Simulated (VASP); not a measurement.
## Li2HgI4: single point with PBE

The system is Li2HgI4.

```
Li Hg I
1.0
    -3.28762    3.28762    6.31913
     3.28762   -3.28762    6.31913
     3.28762    3.28762   -6.31913
Li Hg I
2 1 4
Direct
  0.25000 0.75000 0.50000
  0.75000 0.25000 0.50000
  0.00000 0.00000 0.00000
  0.38195 0.87365 0.00000
  0.12635 0.12635 0.50829
  0.61805 0.61805 0.49171
  0.87365 0.38195 0.00000
```

```
Program             : VASP 6.6.1
Task                : single point
Functional          : PBE
Potentials or basis : VASP PAW PBE potentials, release 64 (Li_sv, Hg, I)
Cutoff              : 520 eV
k mesh              : 6 × 6 × 6
Occupations         : gaussian, width 0.01 eV
Spin                : no spin polarisation
```

- Largest force: 0.014 eV/Å
- Band gap on the k mesh: 2.18 eV

Forces in eV/Å, atoms in the order of the input:
```
Li   0.000  0.000  0.000
Li   0.000  0.000  0.000
Hg   0.000  0.000  0.000
I   -0.009  0.009  0.008
I    0.009  0.009 -0.008
I   -0.009 -0.009 -0.008
I    0.009 -0.009  0.008
```

Levels at points of the mesh, in eV from the valence-band top:
```tsv
k point	band 20	band 21	band 22	band 23	band 24	band 25	band 26	band 27
(0.00, 0.00, 0.00)	-0.99	-0.04	-0.04	0.00	2.18	4.56	5.02	5.96
(0.50, 0.00, 0.00)	-0.82	-0.45	-0.36	-0.35	2.72	5.34	5.73	6.13
(0.50, 0.50, 0.00)	-0.57	-0.26	-0.26	-0.25	2.30	5.33	5.82	6.02
(0.50, 0.50, 0.50)	-0.80	-0.80	-0.42	-0.42	2.34	4.55	4.55	5.20
```

Wall time 10 min on 1 thread of Intel Xeon 8259CL, with other jobs on the host, peak memory 0.65 GiB.

Caveat: spin-orbit coupling is left out, which moves the levels of the heavy elements. A k mesh can miss the band edges.
